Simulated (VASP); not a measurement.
# Mg2BiN3 (P6/mmm) in VASP: single point with PBE

Aim: the single point of Mg2BiN3 with PBE.

Program: VASP 6.6.1. These are calculated values, not measurements. Logs are shortened: lines on timing, memory, paths and dates and some standing lists are left out, and cuts for length are marked.

## (1) The cell of the first run

It takes space group P6/mmm (No. 191, hexagonal). The conventional cell has a = 5.389 Å, b = 5.389 Å, c = 3.080 Å, α = 90.00°, β = 90.00°, γ = 120.00°. Mg (site symmetry -6m2) has 6 N at 2.19 Å within 2.9 Å. Bi (site symmetry 6/mmm) has 2 Bi at 3.08 Å and 12 N at 3.10 Å and 6 Mg at 3.11 Å within 4.1 Å. N (site symmetry mmm) has 4 Mg at 2.19 Å and 4 N at 2.69 Å within 2.9 Å.

## (2) Single point, PBE

The input, POSCAR:

```
Mg2BiN3
1.0
    5.3890491393      0.0000000000      0.0000000000
   -2.6945245696      4.6670534569      0.0000000000
    0.0000000000      0.0000000000      3.0797959657
Mg Bi N
2 1 3
Direct
    0.3333333333      0.6666666667      0.0000000000
    0.6666666667      0.3333333333      0.0000000000
    0.0000000000      0.0000000000      0.0000000000
    0.5000000000      0.0000000000      0.5000000000
    0.5000000000      0.5000000000      0.5000000000
    0.0000000000      0.5000000000      0.5000000000
```

The input, INCAR.step1:

```
SYSTEM = Mg2BiN3
PREC = Accurate
ENCUT = 520
EDIFF = 1E-6
ISMEAR = 0
SIGMA = 0.1
LREAL = .False.
LASPH = .True.
NELM = 100
ALGO = Normal
ISIF = 2
LWAVE = .False.
LCHARG = .True.
GGA = PE
NBANDS = 26
```

The input, KPOINTS.step1:

```
Automatic mesh
0
Gamma
  12 12 12
  0 0 0
```

The input, INCAR.step2:

```
SYSTEM = Mg2BiN3
PREC = Accurate
ENCUT = 520
EDIFF = 1E-6
ISMEAR = -5
SIGMA = 0.1
LREAL = .False.
LASPH = .True.
NELM = 100
ALGO = Normal
ISIF = 2
LWAVE = .False.
LCHARG = .False.
GGA = PE
LORBIT = 11
NEDOS = 1001
ICHARG = 11
```

The input, KPOINTS.step2:

```
Automatic mesh
0
Gamma
  18 18 18
  0 0 0
```

Potentials or basis: VASP PAW PBE potentials, release 64 (Mg, Bi_d, N).

Launch:

```
$ cat potpaw_PBE.64/Mg/POTCAR potpaw_PBE.64/Bi_d/POTCAR potpaw_PBE.64/N/POTCAR > POTCAR
$ cp INCAR.step1 INCAR
$ cp KPOINTS.step1 KPOINTS
$ mpirun -np 1 vasp_std > vasp.out
$ cp INCAR.step2 INCAR
$ cp KPOINTS.step2 KPOINTS
$ mpirun -np 1 vasp_std > vasp.out
```

OUTCAR:

```text
SYSTEM = Mg2BiN3
   PREC = Accurate
   ENCUT = 520
   EDIFF = 1E-6
   ISMEAR = -5
   LREAL = .False.
   LASPH = .True.
   NELM = 100
   ISIF = 2
   GGA = PE
   LORBIT = 11
   ICHARG = 11

 ion  position               nearest neighbor table
   1  0.333  0.667  0.000-   4 2.19   4 2.19   6 2.19   6 2.19   5 2.19   5 2.19   3 3.11   2 3.11
                             2 3.11   3 3.11   3 3.11   2 3.11
   2  0.667  0.333  0.000-   4 2.19   4 2.19   6 2.19   6 2.19   5 2.19   5 2.19   3 3.11   1 3.11
                             1 3.11   3 3.11   3 3.11   1 3.11
   3  0.000  0.000  0.000-   1 3.11   2 3.11   1 3.11   2 3.11   2 3.11   1 3.11
   4  0.500  0.000  0.500-   1 2.19   2 2.19   1 2.19   2 2.19
   5  0.500  0.500  0.500-   1 2.19   2 2.19   1 2.19   2 2.19
   6  0.000  0.500  0.500-   1 2.19   2 2.19   1 2.19   2 2.19

  LATTYP: Found a hexagonal cell.
 ALAT       =     5.3890491393
 C/A-ratio  =     0.5714915352

  Lattice vectors:

 A1 = (   5.3890491393,   0.0000000000,   0.0000000000)
 A2 = (  -2.6945245696,   4.6670534569,   0.0000000000)
 A3 = (   0.0000000000,   0.0000000000,   3.0797959657)

Analysis of symmetry for initial positions (statically):
=====================================================================
 Subroutine PRICEL returns:
 Original cell was already a primitive cell.

 Routine SETGRP: Setting up the symmetry group for a
 hexagonal supercell.

 Subroutine GETGRP returns: Found 24 space group operations
 (whereof 24 operations were pure point group operations)
 out of a pool of 24 trial point group operations.

The static configuration has the point symmetry D_6h.

Analysis of symmetry for dynamics (positions and initial velocities):
=====================================================================
 Subroutine PRICEL returns:
 Original cell was already a primitive cell.

 Routine SETGRP: Setting up the symmetry group for a
 hexagonal supercell.

 Subroutine GETGRP returns: Found 24 space group operations
 (whereof 24 operations were pure point group operations)
 out of a pool of 24 trial point group operations.

The dynamic configuration has the point symmetry D_6h.

 Subroutine INISYM returns: Found 24 space group operations
 (whereof 24 operations are pure point group operations),
 and found     1 'primitive' translations

----------------------------------------------------------------------------------------

                                     Primitive cell

  volume of cell :      77.4599

  direct lattice vectors                    reciprocal lattice vectors
     5.389049139  0.000000000  0.000000000     0.185561492  0.107133977  0.000000000
    -2.694524570  4.667053457  0.000000000     0.000000000  0.214267955  0.000000000
     0.000000000  0.000000000  3.079795966     0.000000000  0.000000000  0.324696834

  length of vectors
     5.389049139  5.389049139  3.079795966     0.214267955  0.214267955  0.324696834

  position of ions in fractional coordinates (direct lattice)
     0.333333333  0.666666667  0.000000000
     0.666666667  0.333333333  0.000000000
     0.000000000  0.000000000  0.000000000
     0.500000000  0.000000000  0.500000000
     0.500000000  0.500000000  0.500000000
     1.000000000  0.500000000  0.500000000

  ion indices of the primitive-cell ions
   primitive index   ion index
                 1           1
                 2           2
                 3           3
                 4           4
                 5           5
                 6           6

----------------------------------------------------------------------------------------

 KPOINTS: Automatic mesh

Automatic generation of k-mesh.
 Grid dimensions read from file:
 generate k-points for:   18   18   18

 Generating k-lattice:

  Cartesian coordinates                     Fractional coordinates (reciprocal lattice)
     0.010308972  0.005951888  0.000000000     0.055555556 -0.000000000  0.000000000
     0.000000000  0.011903775  0.000000000     0.000000000  0.055555556  0.000000000
     0.000000000  0.000000000  0.018038713     0.000000000  0.000000000  0.055555556

  Length of vectors
     0.011903775  0.011903775  0.018038713

  Shift w.r.t. Gamma in fractional coordinates (k-lattice)
     0.000000000  0.000000000  0.000000000

 TETIRR: Found   5931 inequivalent tetrahedra from    34992

 Subroutine IBZKPT returns following result:
 ===========================================

 Found    370 irreducible k-points:

 Following reciprocal coordinates:
            Coordinates               Weight
  0.000000  0.000000  0.000000      1.000000
  0.055556  0.000000  0.000000      6.000000
  0.111111  0.000000  0.000000      6.000000
  0.166667  0.000000  0.000000      6.000000
  0.222222  0.000000  0.000000      6.000000
  0.277778  0.000000  0.000000      6.000000
[... 16 lines left out ...]
  0.333333  0.111111  0.000000     12.000000
  0.388889  0.111111  0.000000     12.000000
 [... further k-points ...]
   k-points           NKPTS =    370   k-points in BZ     NKDIM =    370   number of bands    NBANDS=     21
   number of dos      NEDOS =   1001   number of ions     NIONS =      6
   total plane-waves  NPLWV =  38400
   dimension x,y,z NGX =    40 NGY =   40 NGZ =   24
   dimension x,y,z NGXF=    80 NGYF=   80 NGZF=   48
   ions per type =               2   1   3
   NGX,Y,Z   is equivalent  to a cutoff of  12.34, 12.34, 12.96 a.u.
   NGXF,Y,Z  is equivalent  to a cutoff of  24.68, 24.68, 25.91 a.u.
 SYSTEM =  Mg2BiN3
   PREC   = accura    normal or accurate (medium, high low for compatibility)
   ISTART =      0    job   : 0-new  1-cont  2-samecut
   ICHARG =     11    charge: 1-file 2-atom 10-const
   ISPIN  =      1    spin polarized calculation?
   LNONCOLLINEAR =      F non collinear calculations
   LSORBIT =      F    spin-orbit coupling
   LASPH  =      T    aspherical Exc in radial PAW
   ENCUT  =  520.0 eV  38.22 Ry    6.18 a.u.  10.02 10.02  5.73*2*pi/ulx,y,z
   NELM   =    100;   NELMIN=  2; NELMDL=  0     # of ELM steps
   EDIFF  = 0.1E-05   stopping-criterion for ELM
   LREAL  =      F    real-space projection
   EDIFFG = 0.1E-04   stopping-criterion for IOM
   NSW    =      0    number of steps for IOM
   IBRION =     -1    ionic relax: 0-MD 1-quasi-New 2-CG
   NFREE  =      0    steps in history (QN), initial steepest desc. (CG)
   ISIF   =      2    stress and relaxation
   ISYM   =      2    0-nonsym 1-usesym 2-fastsym
   POTIM  = 0.5000    time-step for ionic-motion
   TEBEG  =    0.0;   TEEND  =   0.0 temperature during run
   PSTRESS=    0.0 pullay stress
   NELECT =      34.0000    total number of electrons
   NUPDOWN=      -1.0000    fix difference up-down
   EMIN   =  10.00;   EMAX   =-10.00  energy-range for DOS
   EFERMI =   0.00;   METHOD = LEGACY
   ISMEAR =    -5;   SIGMA  =   0.10  broadening in eV -4-tet -1-fermi 0-gaus
   EFERMI_NEDOS =   21; number of points for ismear=-14 and -15
   IALGO  =     38    algorithm
   IMIX   =      4    mixing-type and parameters
     AMIX     =   0.40;   BMIX     =  1.00
     AMIX_MAG =   1.60;   BMIX_MAG =  1.00
  volume/ion in A,a.u.               =      12.91        87.12
  Fermi-wavevector in a.u.,A,eV,Ry     =   1.244158  2.351118 21.060852  1.547929
  Thomas-Fermi vector in A             =   2.378437
   LORBIT       =     11    0 simple, 1 ext, 2 COOP (PROOUT), +10 PAW based schemes
   GGA     = PE    functional components
   LHFCALC =     F    Hartree Fock is set to
   AEXX    =    0.0000 exact exchange contribution
   IVDW    =     0    specifies the selected vdW correction
   LEPSILON=     F    determine dielectric tensor
   LRPA    =     F    only Hartree local field effects (RPA)
 non-spin polarized calculation
 Fermi weights with tetrahedron method with Bloechl corrections
  energy-cutoff  :      520.00
  volume of cell :       77.46
 maximum number of plane-waves:      2112

 number of electron      34.0000002 magnetization

 Free energy of the ion-electron system (eV)
  ---------------------------------------------------
  ext. energy  EPLUGINS =         0.00000000
  ---------------------------------------------------
  free energy    TOTEN  =       -27.84526670 eV

  energy without entropy =      -27.84526670  energy(sigma->0) =      -27.84526670

 E-fermi :   6.0426     XC(G=0): -10.9770

 val. band max:        6.1119053218   @ k =   0.1667   0.1667   0.2222
 cond. band min:       5.9597078633   @ k =   0.2222   0.0000   0.2778
 fundamental gap:     -0.1521974585
 Fermi energy:         6.0425650422

 k-point     1 :       0.0000    0.0000    0.0000
  band No.  band energies     occupation
      1     -17.8769      2.00000
      2     -17.6470      2.00000
      3     -17.6470      2.00000
      4     -17.5081      2.00000
      5     -17.5081      2.00000
      6      -9.2230      2.00000
[... 13 lines left out ...]
     20       9.0299      0.00000
     21      11.1550      0.00000

 k-point     2 :       0.0556    0.0000    0.0000
  band No.  band energies     occupation
      1     -17.8768      2.00000
      2     -17.6470      2.00000
      3     -17.6469      2.00000
      4     -17.5082      2.00000
      5     -17.5081      2.00000
      6      -9.2072      2.00000
[... 13 lines left out ...]
     20       9.0024      0.00000
     21      11.2152      0.00000
[... 487 lines left out ...]
      5     -17.5082      2.00000
      6      -8.4383      2.00000
[... 13 lines left out ...]
     20       8.2264      0.00000
     21      11.8620      0.00000

 k-point    24 :       0.3889    0.1111    0.0000
  band No.  band energies     occupation
      1     -17.8762      2.00000
      2     -17.6467      2.00000
      3     -17.6443      2.00000
      4     -17.5084      2.00000
      5     -17.5083      2.00000
      6      -8.2322      2.00000
[... 13 lines left out ...]
     20       8.1679      0.00000
     21      11.8231      0.00000

 [... further k-points ...]

------------------------ aborting loop because EDIFF is reached ----------------------------------------

  FORCE on cell =-STRESS in cart. coord.  units (eV):
  Direction    XX          YY          ZZ          XY          YZ          ZX
  --------------------------------------------------------------------------------------
  -------------------------------------------------------------------------------------
  Total        0.2263724      0.2263724      0.1605110      0.0000000     -0.0000000      0.0000000
  in kB        4.6822778      4.6822778      3.3200039      0.0000000     -0.0000000      0.0000000
  external PRESSURE =       4.2281865 kB  Pullay stress =       0.0000000 kB

 VOLUME and BASIS-vectors are now :
 -----------------------------------------------------------------------------
  energy-cutoff  :      520.00
  volume of cell :       77.46
      direct lattice vectors                 reciprocal lattice vectors
     5.389049139  0.000000000  0.000000000     0.185561492  0.107133977  0.000000000
    -2.694524570  4.667053457  0.000000000     0.000000000  0.214267955  0.000000000
     0.000000000  0.000000000  3.079795966     0.000000000  0.000000000  0.324696834

 POSITION                                       TOTAL-FORCE (eV/Angst)
 -----------------------------------------------------------------------------------
     -0.00000      3.11137      0.00000        -0.000000      0.000000      0.000000
      2.69452      1.55568      0.00000         0.000000      0.000000      0.000000
      0.00000      0.00000      0.00000        -0.000000      0.000000      0.000000
      2.69452      0.00000      1.53990        -0.000000      0.000000      0.000000
      1.34726      2.33353      1.53990         0.000000      0.000000      0.000000
     -1.34726      2.33353      1.53990        -0.000000      0.000000      0.000000
 -----------------------------------------------------------------------------------
    total drift:                               -0.000000      0.000000     -0.000000

  FREE ENERGIE OF THE ION-ELECTRON SYSTEM (eV)
  ---------------------------------------------------
  free  energy   TOTEN  =       -27.8452666955 eV

  energy  without entropy=      -27.8452666955  energy(sigma->0) =      -27.84526670

 total charge

# of ion       s       p       d       tot
------------------------------------------
    1        0.159   0.181   0.070   0.410
    2        0.159   0.181   0.070   0.410
    3        1.597   1.095   9.945  12.637
    4        1.313   2.213   0.000   3.526
    5        1.313   2.213   0.000   3.526
    6        1.313   2.213   0.000   3.526
--------------------------------------------------
tot          5.853   8.096  10.086  24.035
```

Wall time 4.4 min (1 thread of Intel Xeon Platinum 8488C (Sapphire Rapids), shared host); peak memory 0.67 GiB.

Results:

```yaml
Valence_electrons_inside_the_program's_atomic_spheres: Mg 0.41; Bi 12.64; N 3.53
```

Caveat: spin-orbit coupling is left out, which moves the levels of the heavy elements; tetrahedron occupations give inexact forces and stress in metals.
